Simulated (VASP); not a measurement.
Set up this calculation in VASP 6.6.1, as the native input.

* Task: single point
* Functional: PBE
* Potentials or basis: VASP PAW PBE potentials, release 64 (C)
* Cutoff: 520 eV
* k mesh: 12 × 12 × 12
* Occupations: gaussian, width 0.05 eV
* Spin: no spin polarisation
* Dipole correction: no
* Further INCAR settings: ALGO = Normal; EDIFF = 1e-07; NBANDS = 11

The structure of C lies in POSCAR:

```
C
1.0
    0.0000000000      1.6976461160      1.7390686812
    1.6976461160      0.0000000000      1.7390686812
    1.6976461160      1.6976461160      0.0000000000
C
2
Direct
    0.5000000000      0.5000000000      0.5000000000
    0.7500000000      0.7500000000      0.7500000000
```

This cell differs from its parent crystal: volume 5.012 Å^3 an atom, c/a of the conventional cell 1.0244.

The input as run:

INCAR

```
SYSTEM = C
  PREC = Accurate
  ENCUT = 520
  EDIFF = 1E-7
  ISMEAR = 0
  SIGMA = 0.05
  LREAL = .FALSE.
  LASPH = .TRUE.
  NELM = 80
  ALGO = Normal
  ISIF = 2
  LWAVE = .FALSE.
  LCHARG = .FALSE.
  GGA = PE
  NBANDS = 11
```

KPOINTS

```
Automatic mesh
0
G
  12 12 12
  0 0 0
```

Potentials or basis: VASP PAW PBE potentials, release 64 (C).

The run is started by

```bash
$ cat potpaw_PBE.64/C/POTCAR > POTCAR
$ mpirun -np 1 vasp_std > vasp.out
```

It gave:

```yaml
Pressure: 71.1 GPa
Band_gap_on_the_k_mesh: 4.11 eV, indirect (least direct gap 5.70 eV)
```

It took 6.4 s on 1 thread of Intel(R) Xeon(R) 6975P-C (Granite Rapids) (shared host), peak memory 0.12 GiB.
